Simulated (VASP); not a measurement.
# Cl (P6_3/mmc) in VASP: further runs

Cl is run at these levels: PBEsol; tasks: single point, relaxation of cell and atoms.

All numbers are computed with VASP 6.6.1; they aren't measurements. Logs are shortened: lines on timing, memory, paths and dates and some standing lists are left out, and cuts for length are marked.

## (1) The cell of the first run

Symmetry: P6_3/mmc, No. 194, hexagonal system. Conventional cell: a = 3.581 Å, b = 3.581 Å, c = 7.534 Å, α = 90.00°, β = 90.00°, γ = 120.00°. Cl (site symmetry -3m) has 14 Cl at 2.80 to 3.77 Å within 3.8 Å. Cl (site symmetry -6m2) has 12 Cl at 2.80 to 3.58 Å within 3.7 Å.

## (2) Single point, PBEsol

INCAR reads:

```
  PREC = Accurate
  ENCUT = 500
  EDIFF = 1E-6
  ISMEAR = 0
  SIGMA = 0.1
  LREAL = F
  LASPH = T
  NELM = 120
  ALGO = Normal
  ISIF = 2
  LWAVE = F
  LCHARG = T
  GGA = PS
  LELF = T
  LVHAR = T
  NBANDS = 22
  GGA_COMPAT = F
```

KPOINTS reads:

```
regular mesh
0
Gamma
  6 6 2
```

POSCAR reads:

```
Cl
1.0
    3.5807933315      0.0000000000      0.0000000000
   -1.7903966657      3.1010579908      0.0000000000
    0.0000000000      0.0000000000      7.5342777077
Cl
4
Direct
    0.0000000000      0.0000000000      0.0000000000
    0.0000000000      0.0000000000      0.5000000000
    0.3333333333      0.6666666667      0.7500000000
    0.6666666667      0.3333333333      0.2500000000
```

Potentials or basis: VASP PAW PBE potentials, release 64 (Cl).

The run is started by

```
> cat potpaw_PBE.64/Cl/POTCAR > POTCAR
> mpirun -np 1 vasp_std > vasp.out
```

OUTCAR:

```text
PREC = Accurate
   ENCUT = 500
   EDIFF = 1E-6
   ISMEAR = 0
   LREAL = F
   LASPH = T
   NELM = 120
   ISIF = 2
   GGA = PS

 ion  position               nearest neighbor table
   1  0.000  0.000  0.000-
   2  0.000  0.000  0.500-
   3  0.333  0.667  0.750-
   4  0.667  0.333  0.250-

  LATTYP: Found a hexagonal cell.
 ALAT       =     3.5807933315
 C/A-ratio  =     2.1040805794

  Lattice vectors:

 A1 = (   3.5807933315,   0.0000000000,   0.0000000000)
 A2 = (  -1.7903966657,   3.1010579908,   0.0000000000)
 A3 = (   0.0000000000,   0.0000000000,   7.5342777077)

Analysis of symmetry for initial positions (statically):
=====================================================================
 Subroutine PRICEL returns:
 Original cell was already a primitive cell.

 Routine SETGRP: Setting up the symmetry group for a
 hexagonal supercell.

 Subroutine GETGRP returns: Found 24 space group operations
 (whereof 12 operations were pure point group operations)
 out of a pool of 24 trial point group operations.

The static configuration has the point symmetry D_3d.
 The point group associated with its full space group is D_6h.

Analysis of symmetry for dynamics (positions and initial velocities):
=====================================================================
 Subroutine PRICEL returns:
 Original cell was already a primitive cell.

 Routine SETGRP: Setting up the symmetry group for a
 hexagonal supercell.

 Subroutine GETGRP returns: Found 24 space group operations
 (whereof 12 operations were pure point group operations)
 out of a pool of 24 trial point group operations.

The dynamic configuration has the point symmetry D_3d.
 The point group associated with its full space group is D_6h.

 Subroutine INISYM returns: Found 24 space group operations
 (whereof 12 operations are pure point group operations),
 and found     1 'primitive' translations

----------------------------------------------------------------------------------------

                                     Primitive cell

  volume of cell :      83.6625

  direct lattice vectors                    reciprocal lattice vectors
     3.580793331  0.000000000  0.000000000     0.279267723  0.161235295  0.000000000
    -1.790396666  3.101057991  0.000000000     0.000000000  0.322470590  0.000000000
     0.000000000  0.000000000  7.534277708     0.000000000  0.000000000  0.132726724

  length of vectors
     3.580793331  3.580793331  7.534277708     0.322470590  0.322470590  0.132726724

  position of ions in fractional coordinates (direct lattice)
     0.000000000  0.000000000  0.000000000
     0.000000000  0.000000000  0.500000000
     0.333333333  0.666666667  0.750000000
     0.666666667  0.333333333  0.250000000

  ion indices of the primitive-cell ions
   primitive index   ion index
                 1           1
                 2           2
                 3           3
                 4           4

----------------------------------------------------------------------------------------

 KPOINTS: regular mesh

Automatic generation of k-mesh.
 Grid dimensions read from file:
 generate k-points for:    6    6    2

 Generating k-lattice:

  Cartesian coordinates                     Fractional coordinates (reciprocal lattice)
     0.046544620  0.026872549  0.000000000     0.166666667  0.000000000  0.000000000
     0.000000000  0.053745098  0.000000000     0.000000000  0.166666667  0.000000000
     0.000000000  0.000000000  0.066363362     0.000000000  0.000000000  0.500000000

  Length of vectors
     0.053745098  0.053745098  0.066363362

  Shift w.r.t. Gamma in fractional coordinates (k-lattice)
     0.000000000  0.000000000  0.000000000

 Subroutine IBZKPT returns following result:
 ===========================================

 Found     14 irreducible k-points:

 Following reciprocal coordinates:
            Coordinates               Weight
  0.000000  0.000000  0.000000      1.000000
  0.166667  0.000000  0.000000      6.000000
  0.333333 -0.000000  0.000000      6.000000
  0.500000 -0.000000  0.000000      3.000000
  0.166667  0.166667  0.000000      6.000000
  0.333333  0.166667  0.000000     12.000000
  0.333333  0.333333  0.000000      2.000000
  0.000000  0.000000  0.500000      1.000000
  0.166667  0.000000  0.500000      6.000000
  0.333333 -0.000000  0.500000      6.000000
  0.500000 -0.000000  0.500000      3.000000
  0.166667  0.166667  0.500000      6.000000
  0.333333  0.166667  0.500000     12.000000
  0.333333  0.333333  0.500000      2.000000
   k-points           NKPTS =     14   k-points in BZ     NKDIM =     14   number of bands    NBANDS=     22
   number of dos      NEDOS =    301   number of ions     NIONS =      4
   total plane-waves  NPLWV =  43904
   dimension x,y,z NGX =    28 NGY =   28 NGZ =   56
   dimension x,y,z NGXF=    56 NGYF=   56 NGZF=  112
   ions per type =               4
   NGX,Y,Z   is equivalent  to a cutoff of  13.00, 13.00, 12.36 a.u.
   NGXF,Y,Z  is equivalent  to a cutoff of  26.00, 26.00, 24.71 a.u.
 SYSTEM =  unknown system
   PREC   = accura    normal or accurate (medium, high low for compatibility)
   ISTART =      0    job   : 0-new  1-cont  2-samecut
   ICHARG =      2    charge: 1-file 2-atom 10-const
   ISPIN  =      1    spin polarized calculation?
   LNONCOLLINEAR =      F non collinear calculations
   LSORBIT =      F    spin-orbit coupling
   LASPH  =      T    aspherical Exc in radial PAW
   ENCUT  =  500.0 eV  36.75 Ry    6.06 a.u.   6.53  6.53 13.74*2*pi/ulx,y,z
   NELM   =    120;   NELMIN=  2; NELMDL= -5     # of ELM steps
   EDIFF  = 0.1E-05   stopping-criterion for ELM
   LREAL  =      F    real-space projection
   EDIFFG = 0.1E-04   stopping-criterion for IOM
   NSW    =      0    number of steps for IOM
   IBRION =     -1    ionic relax: 0-MD 1-quasi-New 2-CG
   NFREE  =      0    steps in history (QN), initial steepest desc. (CG)
   ISIF   =      2    stress and relaxation
   ISYM   =      2    0-nonsym 1-usesym 2-fastsym
   POTIM  = 0.5000    time-step for ionic-motion
   TEBEG  =    0.0;   TEEND  =   0.0 temperature during run
   PSTRESS=    0.0 pullay stress
   NELECT =      28.0000    total number of electrons
   NUPDOWN=      -1.0000    fix difference up-down
   EMIN   =  10.00;   EMAX   =-10.00  energy-range for DOS
   EFERMI =   0.00;   METHOD = LEGACY
   ISMEAR =     0;   SIGMA  =   0.10  broadening in eV -4-tet -1-fermi 0-gaus
   EFERMI_NEDOS =   21; number of points for ismear=-14 and -15
   IALGO  =     38    algorithm
   IMIX   =      4    mixing-type and parameters
     AMIX     =   0.40;   BMIX     =  1.00
     AMIX_MAG =   1.60;   BMIX_MAG =  1.00
  volume/ion in A,a.u.               =      20.92       141.15
  Fermi-wavevector in a.u.,A,eV,Ry     =   1.136625  2.147910 17.577594  1.291917
  Thomas-Fermi vector in A             =   2.273330
   LORBIT       =      0    0 simple, 1 ext, 2 COOP (PROOUT), +10 PAW based schemes
   GGA     = PS    functional components
   LHFCALC =     F    Hartree Fock is set to
   AEXX    =    0.0000 exact exchange contribution
   IVDW    =     0    specifies the selected vdW correction
   LEPSILON=     F    determine dielectric tensor
   LRPA    =     F    only Hartree local field effects (RPA)
 non-spin polarized calculation
 Gauss-broadening in eV      SIGMA  =   0.10
  energy-cutoff  :      500.00
  volume of cell :       83.66
 maximum number of plane-waves:      2164
 NGX is ok and might be reduce to    28
   NGX = 13   NGY = 13   NGZ = 27

 number of electron      28.0000001 magnetization

 Free energy of the ion-electron system (eV)
  ---------------------------------------------------
  ext. energy  EPLUGINS =         0.00000000
  ---------------------------------------------------
  free energy    TOTEN  =        -5.51614071 eV

  energy without entropy =       -5.50125850  energy(sigma->0) =       -5.50869961

 E-fermi :   2.4152     XC(G=0):  -9.7279

 val. band max:        2.3368214911   @ k =   0.3333   0.1667   0.0000
 cond. band min:       2.4388393034   @ k =   0.1667   0.0000   0.0000
 fundamental gap:      0.1020178122
 Fermi energy:         2.4151940560

 k-point     1 :       0.0000    0.0000    0.0000
  band No.  band energies     occupation
      1     -13.8298      2.00000
      2     -12.3715      2.00000
      3     -12.2765      2.00000
      4     -10.2137      2.00000
      5      -1.9924      2.00000
      6      -0.0167      2.00000
[... 14 lines left out ...]
     21      12.4722      0.00000
     22      12.7143      0.00000

 k-point     2 :       0.1667    0.0000    0.0000
  band No.  band energies     occupation
      1     -13.6070      2.00000
      2     -12.2567      2.00000
      3     -12.1546      2.00000
      4     -10.3883      2.00000
      5      -1.7713      2.00000
      6      -1.1316      2.00000
[... 14 lines left out ...]
     21      13.2337      0.00000
     22      13.3400      0.00000

 k-point     3 :       0.3333   -0.0000    0.0000
  band No.  band energies     occupation
      1     -13.0110      2.00000
      2     -12.0259      2.00000
      3     -11.8904      2.00000
      4     -10.8851      2.00000
      5      -2.5097      2.00000
      6      -2.2484      2.00000
[... 14 lines left out ...]
     21      14.0875      0.00000
     22      14.2446      0.00000
[... 226 lines left out ...]
 k-point    13 :       0.3333    0.1667    0.5000
  band No.  band energies     occupation
      1     -12.3148      2.00000
      2     -12.3148      2.00000
      3     -11.4336      2.00000
      4     -11.4336      2.00000
      5      -2.3359      2.00000
      6      -2.3359      2.00000
[... 14 lines left out ...]
     21      14.1157      0.00000
     22      14.1158      0.00000

 k-point    14 :       0.3333    0.3333    0.5000
  band No.  band energies     occupation
      1     -11.8744      2.00000
      2     -11.8744      2.00000
      3     -11.7927      2.00000
      4     -11.7927      2.00000
      5      -2.5246      2.00000
      6      -2.5246      2.00000
[... 14 lines left out ...]
     21      14.2331      0.00000
     22      14.2370      0.00000

------------------------ aborting loop because EDIFF is reached ----------------------------------------

  FORCE on cell =-STRESS in cart. coord.  units (eV):
  Direction    XX          YY          ZZ          XY          YZ          ZX
  --------------------------------------------------------------------------------------
  -------------------------------------------------------------------------------------
  Total       -0.0542887     -0.0542887     -0.0037784     -0.0000000      0.0000000      0.0000000
  in kB       -1.0396545     -1.0396545     -0.0723572     -0.0000000      0.0000000      0.0000000
  external PRESSURE =      -0.7172221 kB  Pullay stress =       0.0000000 kB

 VOLUME and BASIS-vectors are now :
 -----------------------------------------------------------------------------
  energy-cutoff  :      500.00
  volume of cell :       83.66
      direct lattice vectors                 reciprocal lattice vectors
     3.580793331  0.000000000  0.000000000     0.279267723  0.161235295  0.000000000
    -1.790396666  3.101057991  0.000000000     0.000000000  0.322470590  0.000000000
     0.000000000  0.000000000  7.534277708     0.000000000  0.000000000  0.132726724

 POSITION                                       TOTAL-FORCE (eV/Angst)
 -----------------------------------------------------------------------------------
      0.00000      0.00000      0.00000         0.000000      0.000000      0.000000
      0.00000      0.00000      3.76714         0.000000      0.000000      0.000000
     -0.00000      2.06737      5.65071        -0.000000      0.000000     -0.000000
      1.79040      1.03369      1.88357         0.000000      0.000000      0.000000
 -----------------------------------------------------------------------------------
    total drift:                               -0.000000     -0.000000     -0.000000

  FREE ENERGIE OF THE ION-ELECTRON SYSTEM (eV)
  ---------------------------------------------------
  free  energy   TOTEN  =        -5.5161407140 eV

  energy  without entropy=       -5.5012584993  energy(sigma->0) =       -5.50869961
```

Wall time 36 s (1 thread of AMD EPYC 7R13, shared host); peak memory 0.16 GiB.

Results:

```yaml
Free_energy: -5.5161 eV
Pressure: -0.1 GPa
Band_gap_on_the_k_mesh: zero (bands 14 and 15 overlap by 0.73 eV)
```

Stress tensor (GPa, compression positive):
```
-0.10  0.00  0.00
 0.00 -0.10  0.00
 0.00  0.00 -0.01
```

Caveat: the k points lie up to 0.42 Å⁻¹ apart, too coarse for converged energies and pressures of a metal; the PAW data sets were made with another functional, which shifts forces and pressure a little.

## (3) Single point, PBEsol

This run uses another cell than the first one, of 30.44 Å³/atom.

Edit INCAR of step 2 so:

```diff
@@ -11,6 +11,4 @@
   LWAVE = F
-  LCHARG = T
+  LCHARG = F
   GGA = PS
-  LELF = T
-  LVHAR = T
   NBANDS = 22
```

KPOINTS is that of step 2.

POSCAR reads:

```
Cl
1.0
    3.5192448840      0.0000000000      0.0000000000
   -1.7596224420      3.0477554717      0.0000000000
    0.0000000000      0.0000000000     11.3502593544
Cl
4
Direct
    0.0000000000      0.0000000000      0.0000000000
    0.0000000000      0.0000000000      0.5000000000
    0.3333333333      0.6666666667      0.7500000000
    0.6666666667      0.3333333333      0.2500000000
```

Potentials or basis: VASP PAW PBE potentials, release 64 (Cl).

The run is started by

```
> cat potpaw_PBE.64/Cl/POTCAR > POTCAR
> mpirun -np 1 vasp_std > vasp.out
```

Wall time 65 s (1 thread of AMD EPYC 7R13, shared host); peak memory 0.2 GiB.

The run converged. Its results:

* Free energy: -3.4064 eV
* Pressure: -5.7 GPa
* Band gap on the k mesh: zero (bands 14 and 15 overlap by 0.69 eV)

Stress tensor (GPa, compression positive):
```
-5.50  0.00  0.00
 0.00 -5.50  0.00
 0.00  0.00 -5.98
```

Levels at points of the mesh, in eV from the Fermi level:
```
           k point  band 12  band 13  band 14  band 15  band 16  band 17
(0.00, 0.00, 0.00)     0.24     0.24     0.40     0.40     0.44     7.89
(0.50, 0.00, 0.00)    -0.24    -0.24    -0.24     0.01     0.11     9.06
(0.00, 0.00, 0.50)     0.12     0.35     0.35     0.35     0.35     8.48
(0.50, 0.00, 0.50)    -0.47    -0.22    -0.22     0.00     0.00     9.41
```

Caveat: the cell stands under tension; the PAW data sets were made with another functional, which shifts forces and pressure a little.

## (4) Relaxation of cell and atoms, PBEsol

This run uses another cell than the first one, of 30.44 Å³/atom.

INCAR reads:

```
PREC = Accurate
ENCUT = 500
EDIFF = 1E-7
ISMEAR = 0
SIGMA = 0.1
LREAL = False
LASPH = True
NELM = 120
ALGO = Normal
ISIF = 3
LWAVE = False
LCHARG = False
GGA = PS
IBRION = 2
NSW = 90
EDIFFG = -0.04
GGA_COMPAT = False
NELMIN = 4
```

KPOINTS is that of step 3.

POSCAR is that of step 3.

The run is started by

```
> cat potpaw_PBE.64/Cl/POTCAR > POTCAR
> mpirun -np 1 vasp_std > vasp.out
```

Wall time 25 min (1 thread of AMD EPYC 7R13, shared host); peak memory 0.21 GiB.

It converged, with:

* Free energy: -5.5205 eV
* Relaxed volume: 20.76 Å³/atom
* Relaxed cell: a = 3.550 Å, b = 3.550 Å, c = 7.606 Å, α = 90.00°, β = 90.00°, γ = 120.00°
* Space group after relaxing (to 0.1 Å): P6_3/mmc (No. 194)
* Energy gained by relaxing: 528.5 meV/atom
* Ionic steps: 32
* Pressure after relaxing: 0.1 GPa
* Band gap on the k mesh: zero (bands 14 and 15 overlap by 0.74 eV)

Stress tensor (GPa, compression positive):
```
 0.18  0.00  0.00
 0.00  0.18  0.00
 0.00  0.00 -0.17
```

Step by step:
| step | energy change (eV) | largest force (eV/Å) | pressure (GPa) | volume (Å³) |
| --- | --- | --- | --- | --- |
| 1 | 0.0000 | 0.0000 | -5.66 | 121.74 |
| 2 | -0.6633 | 0.0000 | -5.93 | 103.76 |
| 3 | -0.6042 | 0.0000 | 19.12 | 60.57 |
| 4 | -1.2183 | 0.0000 | -4.02 | 86.98 |
| 5 | -1.3191 | 0.0000 | 3.44 | 71.91 |
| 6 | -1.3643 | 0.0000 | -0.63 | 77.88 |
| 7 | -1.3667 | 0.0000 | -0.05 | 76.83 |
| 8 | -1.3660 | 0.0000 | 0.41 | 76.07 |
| 9 | -1.3719 | 0.0000 | 0.00 | 76.80 |
| 10 | -1.4058 | 0.0000 | -1.10 | 78.97 |
| 11 | -1.5319 | 0.0000 | -2.95 | 83.26 |
| 12 | -1.7207 | 0.0000 | -4.70 | 91.53 |
| 13 | -1.6522 | 0.0000 | -5.30 | 106.30 |
| 14 | -1.7695 | 0.0000 | -5.06 | 95.17 |
| 15 | -1.7624 | 0.0000 | -5.00 | 94.30 |
| 16 | -1.7629 | 0.0000 | -5.00 | 94.35 |
| 17 | -1.7642 | 0.0000 | -5.02 | 94.51 |
| 18 | -1.7667 | 0.0000 | -5.04 | 94.82 |
| 19 | -1.7706 | 0.0000 | -5.09 | 95.45 |
| 20 | -1.7743 | 0.0000 | -5.16 | 96.70 |
| 21 | -1.7792 | 0.0000 | -5.13 | 96.57 |
| 22 | -1.7938 | 0.0000 | -5.06 | 96.20 |
| 23 | -1.8222 | 0.0000 | -4.90 | 95.45 |
| 24 | -1.8761 | 0.0000 | -4.56 | 93.97 |
| 25 | -1.9703 | 0.0000 | -3.76 | 91.05 |
| 26 | -2.0920 | 0.0000 | -1.50 | 85.36 |
| 27 | -1.9373 | 0.0000 | 6.98 | 74.62 |
| 28 | -2.1105 | 0.0000 | -0.14 | 82.90 |
| 29 | -2.1111 | 0.0000 | 0.18 | 82.40 |
| 30 | -2.1115 | 0.0000 | 0.18 | 82.46 |
| 31 | -2.1126 | 0.0000 | 0.13 | 82.65 |
| 32 | -2.1142 | 0.0000 | 0.06 | 83.03 |

Final structure:
```yaml
crystal:
  lattice:
    - [3.55025, 0.00000, 0.00000]
    - [-1.77513, 3.07461, 0.00000]
    - [0.00000, 0.00000, 7.60644]
  atoms:
    - { symbol: Cl, position: [0.00000, 0.00000, 0.00000] }
    - { symbol: Cl, position: [0.00000, 0.00000, 0.50000] }
    - { symbol: Cl, position: [0.33333, 0.66667, 0.75000] }
    - { symbol: Cl, position: [0.66667, 0.33333, 0.25000] }
```

Levels at points of the mesh, in eV from the Fermi level:
| k point | band 12 | band 13 | band 14 | band 15 | band 16 | band 17 |
| --- | --- | --- | --- | --- | --- | --- |
| (0.00, 0.00, 0.00) | -1.28 | -1.28 | -0.15 | -0.15 | 0.87 | 7.15 |
| (0.50, 0.00, 0.00) | -1.90 | -1.84 | 0.39 | 0.55 | 0.82 | 6.72 |
| (0.00, 0.00, 0.50) | -0.55 | -0.55 | -0.55 | -0.16 | -0.16 | 8.21 |
| (0.50, 0.00, 0.50) | -0.46 | -0.39 | -0.39 | -0.36 | -0.36 | 7.65 |

Caveat: the volume moved by over 15 % at a fixed basis, so the end points are rough; the PAW data sets were made with another functional, which shifts forces and pressure a little.

## (5) Summary

```csv
task,cell,gap on the mesh (eV),pressure (GPa)
single point,"a = 3.581, b = 3.581, c = 7.534 Å, angles 90.0, 90.0, 120.0°, 4 atoms",none,-0.1
single point,"a = 3.519, b = 3.519, c = 11.350 Å, angles 90.0, 90.0, 120.0°, 4 atoms",none,-5.7
relaxation of cell and atoms,"relaxed from a = 3.519, b = 3.519, c = 11.350 Å, angles 90.0, 90.0, 120.0°, 4 atoms",none,0.1
```

Alike in all rows: level PBEsol; potentials or basis VASP PAW PBE potentials, release 64 (Cl); no spin polarisation; k mesh 6 × 6 × 2; cutoff (eV) 500; smearing gaussian 0.1 eV.

Caveats: some runs use coarse meshes; the PAW data sets were made with another functional, which shifts forces and pressure a little; the cell stands under tension (at least some runs); the volume moved by over 15 % at a fixed basis, so the end points are rough (at least some runs).

Total energies depend on the potentials used, so only differences within one code and one set of settings carry meaning.
